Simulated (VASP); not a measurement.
Write the native input for VASP 6.6.1 that does the following.

* Task: single point
* Functional: PBE
* Potentials or basis: VASP PAW PBE potentials, release 64 (Pd)
* Cutoff: 520 eV
* k mesh: 16 × 16 × 15
* Occupations: fermi-dirac, width 0.08 eV
* Spin: no spin polarisation
* Dipole correction: no
* Further INCAR settings: ALGO = Normal; EDIFF = 1e-06; NBANDS = 11

The structure of Pd lies in POSCAR:

```
Pd
1.0
    2.6952126899      0.0000000000      0.0000000000
   -1.3476063449      2.3341226580      0.0000000000
    0.0000000000      0.0000000000      2.6409536697
Pd
1
Direct
    0.0000000000      0.0000000000      0.0000000000
```

These files were run (other wordings do the same):

INCAR

```
SYSTEM = Pd
  PREC = Accurate
  ENCUT = 520
  EDIFF = 1E-6
  ISMEAR = -1
  SIGMA = 0.08
  LREAL = .False.
  LASPH = .True.
  NELM = 80
  ALGO = Normal
  ISIF = 2
  LWAVE = .False.
  LCHARG = .True.
  GGA = PE
  LELF = .True.
  LVHAR = .True.
  NBANDS = 11
```

KPOINTS

```
regular mesh
0
Gamma
  16 16 15
  0 0 0
```

Potentials or basis: VASP PAW PBE potentials, release 64 (Pd).

Launch:

```sh
$ cat potpaw_PBE.64/Pd/POTCAR > POTCAR
$ mpirun -np 1 vasp_std > vasp.out
```

It gave:

| Property | Result |
| --- | --- |
| Pressure | -0.3 GPa |
| Band gap on the k mesh | zero (band 5 reaches 8.89 eV, above the bottom of band 6 at 7.09 eV) |

It took 61 s on 1 thread of AMD EPYC 7R13, with other jobs on the host, peak memory 0.13 GiB.
